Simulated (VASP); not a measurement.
Input of a VASP 6.6.1 run:

The input INCAR:

```
PREC     = Accurate       # precision mode
ENCUT    = 520            # plane-wave cutoff, eV
EDIFF    = 1E-7           # SCF threshold, eV
ISMEAR   = 0              # smearing method
SIGMA    = 0.03           # smearing width, eV
LREAL    = False          # projectors in reciprocal space
LASPH    = True           # aspherical terms in the spheres
NELM     = 80             # most SCF steps
ALGO     = Normal         # electronic algorithm
ISIF     = 2              # what is computed and relaxed
LWAVE    = False          # write WAVECAR
LCHARG   = False          # write CHGCAR
GGA      = PE             # functional
NBANDS   = 17             # bands
```

Contents of KPOINTS:

```
regular mesh
0
Gamma
  10 10 10
```

POSCAR

```
SnTe
1.0
    0.0000000000      3.3143250000      3.1565000000
    3.3143250000      0.0000000000      3.1565000000
    3.3143250000      3.3143250000      0.0000000000
Sn Te
1 1
Direct
    0.0000000000      0.0000000000      0.0000000000
    0.5000000000      0.5000000000      0.5000000000
```

Potentials or basis: VASP PAW PBE potentials, release 64 (Sn_d, Te).

Run with:

```console
$ cat potpaw_PBE.64/Sn_d/POTCAR potpaw_PBE.64/Te/POTCAR > POTCAR
$ mpirun -np 1 vasp_std > vasp.out
```

Question: Estimate the band gap on the k mesh.

Answer: 0.09 eV.

Question: What does it give for the pressure?

Answer: -1.6 GPa.

Stress tensor (GPa, compression positive):
```
-3.21  0.00  0.00
 0.00 -3.21  0.00
 0.00  0.00  1.57
```

Caveat: the cell differs from its parent crystal (strain +0.050 along x and y, +0.000 along z); spin-orbit coupling is left out, which moves the levels of the heavy elements. A k mesh can miss the band edges.
